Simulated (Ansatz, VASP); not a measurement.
MgCd2O3: VASP beside Ansatz

File INCAR:

```
PREC = Accurate ; ENCUT = 600
EDIFF = 1E-7 ; ISMEAR = 0
SIGMA = 0.02 ; LREAL = F
LASPH = T ; NELM = 60
ALGO = Normal ; ISIF = 3
LWAVE = F ; LCHARG = F
GGA = PE ; IBRION = 2
NSW = 100 ; EDIFFG = -0.01
```

Contents of KPOINTS:

```
Automatic mesh
0
Gamma
  12 12 4
```

The input POSCAR:

```
MgCd2O3
1.0
    3.2374909446      0.0000000000      0.0000000000
   -1.6187454723      2.8037494025      0.0000000000
    0.0000000000      0.0000000000      8.0897815657
Mg Cd O
1 2 3
Direct
    0.0000000000      0.0000000000      0.0000000000
    0.3333333333      0.6666666667      0.3231969991
    0.6666666667      0.3333333333      0.6768030009
    0.3333333333      0.6666666667      0.8585356029
    0.6666666667      0.3333333333      0.1414643971
    0.0000000000      0.0000000000      0.5000000000
```

Input for Ansatz:

```yaml
crystal:
  lattice:
    - [3.2374909446, 0.0, 0.0]
    - [-1.6187454723, 2.8037494025, 0.0]
    - [0.0, 0.0, 8.0897815657]
  atoms:
    - { symbol: Mg, position: [0.0, 0.0, 0.0] }
    - { symbol: Cd, position: [0.3333333333, 0.6666666667, 0.3231969991] }
    - { symbol: Cd, position: [0.6666666667, 0.3333333333, 0.6768030009] }
    - { symbol: O, position: [0.3333333333, 0.6666666667, 0.8585356029] }
    - { symbol: O, position: [0.6666666667, 0.3333333333, 0.1414643971] }
    - { symbol: O, position: [0.0, 0.0, 0.5] }
basis:
  ecutwfc: 420
kpoints:
  mp_grid: { grid: [12, 12, 4] }
hamiltonian:
  xc: pbe
scf:
  occupations: { method: gaussian, width: 0.02 }
output:
  forces: true
  stress: true
  eigenvalues: true
  write_density: true
  write_potential: true
  elf: true
  volumetric_format: npy
relax:
  adjacent_minimum: "off"
  f_tol: 0.01
  max_steps: 80
  cell: { stress_tol: 0.05 }
```

Alike in both runs: task relaxation of cell and atoms; functional PBE; k mesh 12 × 12 × 4; occupations gaussian, width 0.02 eV; no spin polarisation.

|  | VASP | Ansatz |
| --- | --- | --- |
| version | VASP 6.6.1 | Ansatz 0.2.0 |
| potentials or method | VASP PAW PBE potentials, release 64 (Mg, Cd, O), cutoff 600 eV | scalar-relativistic, plane waves, PAW |
| valence electrons in the cell | 44 | 68 |

Ansatz gave:

```
gap on the k mesh at the Fermi level, each at its own relaxed structure (eV) : 0.60
relaxed volume (Å³/atom)                                                     : 12.25
relaxed cell length with the largest relative difference (Å)                 : 8.090
```

Task: Which values does VASP return?

Result: gap on the k mesh at the Fermi level, each at its own relaxed structure (eV): 0.57; relaxed volume (Å³/atom): 12.29; relaxed cell length with the largest relative difference (Å): 8.108.

VASP's potentials hold 44 valence electrons a cell and Ansatz's 68, so a difference there can come from the potentials and not from the codes.
